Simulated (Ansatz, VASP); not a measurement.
MgI2 in VASP and in Ansatz

```
I Mg
1.0
     4.13111    0.00000    0.00000
    -2.06555    3.57764    0.00000
     0.00000    0.00000   24.22651
I Mg
4 2
Direct
  0.33333 0.66667 0.18575
  0.66667 0.33333 0.32457
  0.55556 0.77778 0.48266
  0.88889 0.44444 0.62149
  0.00000 0.00000 0.25516
  0.22222 0.11111 0.55208
```

Alike in both runs: task single point; functional PBE; dispersion D3(BJ); k mesh 9 × 9 × 1; occupations gaussian, width 0.05 eV; no spin polarisation.

|  | VASP | Ansatz |
| --- | --- | --- |
| version | VASP 6.6.1 | Ansatz 0.2.0 |
| potentials or method | VASP PAW PBE potentials, release 64 (I, Mg), cutoff 520 eV | scalar-relativistic, plane waves, PAW |
| valence electrons in the cell | 32 | 88 |

|  | VASP | Ansatz | Ansatz less VASP |
| --- | --- | --- | --- |
| gap on the k mesh at the Fermi level (eV) | 3.58 | 3.60 | +0.017 |
| least direct gap on the mesh (eV) | 3.91 | 3.93 | +0.014 |
| rms of the force components (eV/Å) | 0.011 | 0.013 | +0.0018 |

VASP's potentials hold 32 valence electrons a cell and Ansatz's 88, so a difference there can come from the potentials and not from the codes.

Neither program's run includes spin-orbit coupling.
